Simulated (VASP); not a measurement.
Cd3O, 8 atoms in the cell. Symmetry: P6_3/mcm, No. 193, hexagonal system. The conventional cell has a = 5.277 Å, b = 5.277 Å, c = 6.320 Å, α = 90.00°, β = 90.00°, γ = 120.00°. Within 3.2 Å of Cd (site symmetry m2m) lie 2 O at 2.42 Å and 6 Cd at 2.99 to 3.17 Å. O (site symmetry -3m) has 6 Cd at 2.42 Å and 2 O at 3.16 Å within 3.2 Å. The cell was generated, and may not be a known phase.

| Item | Value |
| --- | --- |
| Program | VASP 6.6.1 |
| Task | single point |
| Functional | PBE |
| Potentials or basis | VASP PAW PBE potentials, release 64 (Cd, O) |
| Cutoff | 520 eV |
| k mesh | 4 × 4 × 3 |
| Occupations | gaussian, width 0.2 eV |
| Spin | no spin polarisation |
| Dipole correction | no |
| Further INCAR settings | ALGO = Normal; EDIFF = 1e-07; NBANDS = 52 |

Potentials or basis: VASP PAW PBE potentials, release 64 (Cd, O).

The run is started by

```bash
$ cat potpaw_PBE.64/Cd/POTCAR potpaw_PBE.64/O/POTCAR > POTCAR
$ mpirun -np 1 vasp_std > vasp.out
```

Hardware: 1 thread of Intel(R) Xeon(R) Platinum 8488C (Sapphire Rapids), with other jobs on the host.

Estimate the wall time of this run.

Run time: 45 s on 1 thread of Intel(R) Xeon(R) Platinum 8488C (Sapphire Rapids) (shared host), peak memory 0.27 GiB. Counts: scf iterations 16, k points 8.
